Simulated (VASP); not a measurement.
TiTe2: single point with PBEsol

TiTe2:

```
Ti Te
1.0
     3.85108    0.00000    0.00000
    -1.92554    3.33513    0.00000
     0.00000    0.00000    6.62544
Ti Te
1 2
Direct
  0.00000 0.00000 0.00000
  0.66667 0.33333 0.26280
  0.33333 0.66667 0.73720
```

This cell differs from its parent crystal: volume scaled by 1.06.

| Quantity | Value |
| --- | --- |
| Program | VASP 6.6.1 |
| Task | single point |
| Functional | PBEsol |
| Potentials or basis | VASP PAW PBE potentials, release 64 (Ti_sv, Te) |
| Cutoff | 520 eV |
| k mesh | 13 × 13 × 7 |
| Occupations | fermi-dirac, width 0.03 eV |
| Spin | no spin polarisation |

```yaml
Pressure: -5.3 GPa
Largest_force: 0.542 eV/Å
Band_gap_on_the_k_mesh: zero (band 12 reaches 6.38 eV, above the bottom of band 13 at 5.80 eV)
```

Forces in eV/Å, atoms in the order of the input:
```
Ti   0.000  0.000  0.000
Te   0.000  0.000 -0.542
Te   0.000  0.000  0.542
```

Stress tensor (GPa, compression positive):
```
-5.49  0.00  0.00
 0.00 -5.49  0.00
 0.00  0.00 -4.86
```

Levels at points of the mesh, in eV from the Fermi level:
```
           k point  band 10  band 11  band 12  band 13  band 14  band 15
(0.00, 0.00, 0.00)     0.31     0.35     0.35     0.47     0.92     0.92
```

Wall time 100 s on 1 thread of Intel(R) Xeon(R) Platinum 8481C CPU @ 2.70GHz (Sapphire Rapids) (shared host), peak memory 0.34 GiB.

Caveat: the PAW data sets were made with another functional, which shifts forces and pressure a little; spin-orbit coupling is left out, which moves the levels of the heavy elements; this functional lacks dispersion, which binds the layers, so the pressure and a relaxed spacing across them are unreliable.
